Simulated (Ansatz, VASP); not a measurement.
## CO in VASP and in Ansatz

```
O C
1.0
     9.10173    0.00000    0.00000
     0.00000    9.10173    0.00000
     0.00000    0.00000    9.10173
O C
10 10
Direct
  0.08802 0.93983 0.14022
  0.83890 0.34231 0.91950
  0.70304 0.62389 0.75238
  0.69455 0.00165 0.52946
  0.61324 0.79018 0.08813
  0.27694 0.38182 0.93450
  0.07240 0.21422 0.60345
  0.16759 0.56234 0.56895
  0.70308 0.40457 0.26324
  0.27212 0.92109 0.53854
  0.05935 0.04017 0.20857
  0.90208 0.23650 0.94001
  0.68210 0.60720 0.63056
  0.71353 0.01530 0.40685
  0.70402 0.86151 0.04062
  0.36260 0.36340 0.84558
  0.97324 0.25688 0.54082
  0.26513 0.56673 0.49118
  0.79206 0.48971 0.28360
  0.32958 0.99260 0.45393
```

Alike in both runs: functional PBE; dispersion D3(BJ); k mesh 1 × 1 × 1; occupations fermi-dirac, width 0.02 eV; no spin polarisation.

Ansatz relaxed the structure, and its values are those at the end. VASP's run is a single point on that final structure, the one shown.

```csv
,VASP,Ansatz
version,VASP 6.6.1,Ansatz 0.2.0
potentials or method,"VASP PAW PBE potentials, release 64 (O_h, C_h), cutoff 1000 eV","scalar-relativistic, plane waves, PAW"
valence electrons in the cell,100,100
```

```tsv
	VASP	Ansatz	Ansatz less VASP
gap on the k mesh at the Fermi level (eV)	6.17	6.16	-0.010
rms of the force components (eV/Å)	0.041	0.058	+0.0174
```

Ansatz's warnings: xc potential rough in thin density.
